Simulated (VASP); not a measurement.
Crystal: ZnO.

```
CELL_PARAMETERS angstrom
3.24931 0.00000 0.00000
-1.62465 2.81398 0.00000
0.00000 0.00000 5.20571
ATOMIC_POSITIONS crystal
Zn 0.33333 0.66667 0.50000
Zn 0.66667 0.33333 0.00000
O 0.66667 0.33333 0.37901
O 0.33333 0.66667 0.87901
```

* Program: VASP 6.6.1
* Task: relaxation of cell and atoms
* Functional: LDA
* Potentials or basis: VASP PAW LDA potentials, release 64 (Zn, O)
* Cutoff: 600 eV
* k mesh: 21 × 21 × 12
* Occupations: gaussian, width 0.02 eV
* Spin: no spin polarisation

At the start: pressure -6.2 GPa; volume 11.90 Å³/atom.

**Question.** Where does the relaxation end?

**Answer.** Over 11 steps the energy falls by 10.4 meV/atom and the volume is 11.41 Å³/atom (-4.1 %); space group P6_3mc (No. 186, to 0.1 Å) before and after.

Step by step:
```csv
step,energy change (eV),largest force (eV/Å),pressure (GPa),volume (Å³)
1,0.0000,0.0553,-6.24,47.60
2,-0.0262,0.0410,4.42,44.47
3,-0.0413,0.0021,0.05,45.61
4,-0.0413,0.0040,-0.06,45.65
5,-0.0414,0.0190,-0.27,45.66
6,-0.0414,0.0187,-0.16,45.66
7,-0.0415,0.0187,0.08,45.59
8,-0.0415,0.0189,0.10,45.57
9,-0.0416,0.0017,0.15,45.58
10,-0.0416,0.0030,0.08,45.58
11,-0.0416,0.0028,-0.06,45.63
```

Final structure:
```
Zn O
1.0
     3.19389    0.00000    0.00000
    -1.59695    2.76599    0.00000
     0.00000    0.00000    5.16471
Zn O
2 2
Direct
  0.33333 0.66667 0.50037
  0.66667 0.33333 0.00037
  0.66667 0.33333 0.37864
  0.33333 0.66667 0.87864
```
